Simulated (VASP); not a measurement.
Here is a VASP 6.6.1 calculation.

POSCAR

```
GaP
1.0
    0.0000000000      2.7523962223      2.7523962223
    2.7523962223      0.0000000000      2.7523962223
    2.7523962223      2.7523962223      0.0000000000
Ga P
1 1
Direct
    0.0000000000      0.0000000000      0.0000000000
    0.2500000000      0.2500000000      0.2500000000
```

Contents of INCAR.step1:

```
SYSTEM = GaP
PREC     = Accurate       ! precision mode
ENCUT    = 550            ! plane-wave cutoff, eV
ISMEAR   = 0              ! smearing method
SIGMA    = 0.01           ! smearing width, eV
LREAL    = .False.        ! projectors in reciprocal space
LASPH    = .True.         ! aspherical terms in the spheres
NELM     = 120            ! most SCF steps
NBANDS   = 16             ! bands
GGA      = PE             ! functional
ALGO     = Normal         ! electronic algorithm
EDIFF    = 1E-5           ! SCF threshold, eV
LWAVE    = .True.         ! write WAVECAR
LCHARG   = .False.        ! write CHGCAR
GGA_COMPAT= .False.
```

File INCAR.step2:

```
SYSTEM = GaP
PREC     = Accurate       ! precision mode
ENCUT    = 550            ! plane-wave cutoff, eV
EDIFF    = 1E-6           ! SCF threshold, eV
ISMEAR   = 0              ! smearing method
SIGMA    = 0.01           ! smearing width, eV
LREAL    = .False.        ! projectors in reciprocal space
LASPH    = .True.         ! aspherical terms in the spheres
NELM     = 120            ! most SCF steps
ALGO     = Normal         ! electronic algorithm
ISIF     = 2              ! what is computed and relaxed
LWAVE    = .False.        ! write WAVECAR
LCHARG   = .False.        ! write CHGCAR
METAGGA  = R2SCAN         ! meta-GGA
LMIXTAU  = .True.       
NBANDS   = 16             ! bands
ISTART   = 1            
GGA_COMPAT= .False.
```

File KPOINTS:

```
Automatic mesh
0
Gamma
  6 6 6
  0 0 0
```

Potentials or basis: VASP PAW PBE potentials, release 64 (Ga_d, P).

Command:

```bash
$ cat potpaw_PBE.64/Ga_d/POTCAR potpaw_PBE.64/P/POTCAR > POTCAR
$ cp INCAR.step1 INCAR
$ mpirun -np 1 vasp_std > vasp.out
$ cp INCAR.step2 INCAR
$ mpirun -np 1 vasp_std > vasp.out
```

**Question.** Predict the band gap on the k mesh.

**Answer.** 1.94 eV, indirect (least direct gap 2.08 eV).

**Question.** What does it give for the pressure?

**Answer.** -2.4 GPa.

Caveat: the PAW data sets were made with another functional, which shifts forces and pressure a little. A k mesh can miss the band edges.
